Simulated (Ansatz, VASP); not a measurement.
# AgCl in VASP and in Ansatz

Contents of INCAR:

```
ALGO = Normal
EDIFF = 1E-6
ENCUT = 520
GGA = PE
ISIF = 2
ISMEAR = -1
LASPH = True
LCHARG = False
LREAL = False
LWAVE = False
NBANDS = 16
NELM = 100
PREC = Accurate
SIGMA = 0.08
```

The input KPOINTS:

```
k-points
0
Gamma
  12 12 12
```

Contents of POSCAR:

```
AgCl
1.0
    0.0000000000      2.8052039627      2.8052039627
    2.8052039627      0.0000000000      2.8052039627
    2.8052039627      2.8052039627      0.0000000000
Ag Cl
1 1
Direct
    0.0000000000      0.0000000000      0.0000000000
    0.5000000000      0.5000000000      0.5000000000
```

Input for Ansatz:

```yaml
crystal:
  lattice:
    - [0.0, 2.8052039627, 2.8052039627]
    - [2.8052039627, 0.0, 2.8052039627]
    - [2.8052039627, 2.8052039627, 0.0]
  atoms:
    - { symbol: Ag, position: [0.0, 0.0, 0.0] }
    - { symbol: Cl, position: [0.5, 0.5, 0.5] }
kpoints:
  mp_grid: { grid: [12, 12, 12] }
  band_path:
    path:
      - [0.0, 0.0, 0.0]
      - [0.5, 0.0, 0.5]
      - [0.625, 0.25, 0.625]
      - [0.375, 0.375, 0.75]
      - [0.0, 0.0, 0.0]
      - [0.5, 0.5, 0.5]
      - [0.5, 0.25, 0.75]
      - [0.5, 0.0, 0.5]
    npoints: 8
scf:
  occupations: { method: fermi_dirac, width: 0.08 }
hamiltonian:
  xc: pbe
  pseudopotentials: { kind: all_electron, lapw: { basis_error: 0.0005 } }
output:
  forces: true
  stress: true
  eigenvalues: true
  populations: true
  dos: { projected: true, de: 0.2, e_range: [-14, 8] }
```

Alike in both runs: task single point; functional PBE; k mesh 12 × 12 × 12; occupations fermi-dirac, width 0.08 eV; no spin polarisation.

|  | VASP | Ansatz |
| --- | --- | --- |
| version | VASP 6.6.1 | Ansatz 0.2.0 |
| potentials or method | VASP PAW PBE potentials, release 64 (Ag, Cl), cutoff 520 eV | all-electron LAPW, scalar-relativistic |

|  | VASP | Ansatz | Ansatz less VASP |
| --- | --- | --- | --- |
| pressure (GPa) | -0.1 | 0.0 | +0.13 |

Ansatz ran all-electron here, and VASP with PAW potentials.
